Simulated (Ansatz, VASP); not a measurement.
# Sn: VASP beside Ansatz

```
Sn
1.0
     0.00000    3.23334    3.23334
     3.23334    0.00000    3.23334
     3.23334    3.23334    0.00000
Sn
2
Direct
  0.75000 0.75000 0.75000
  0.50000 0.50000 0.50000
```

Alike in both runs: functional BLYP; k mesh 7 × 7 × 7; occupations fermi-dirac, width 0.05 eV; no spin polarisation.

|  | VASP | Ansatz |
| --- | --- | --- |
| version | VASP 6.6.1 | Ansatz 0.2.0 |
| potentials or method | VASP PAW PBE potentials, release 64 (Sn_d), cutoff 520 eV | all-electron LAPW, scalar-relativistic |
| task | single point | band structure |

|  | VASP | Ansatz | Ansatz less VASP |
| --- | --- | --- | --- |
| gap on the k mesh at the Fermi level (eV) | none | none | - |
| pressure (GPa) | 6.5 | 6.5 | 0.00 |

VASP's potentials were made for PBE, not for BLYP. A gap of «none» marks a metal or a gap that the smearing closes. Ansatz ran all-electron here, and VASP with PAW potentials.
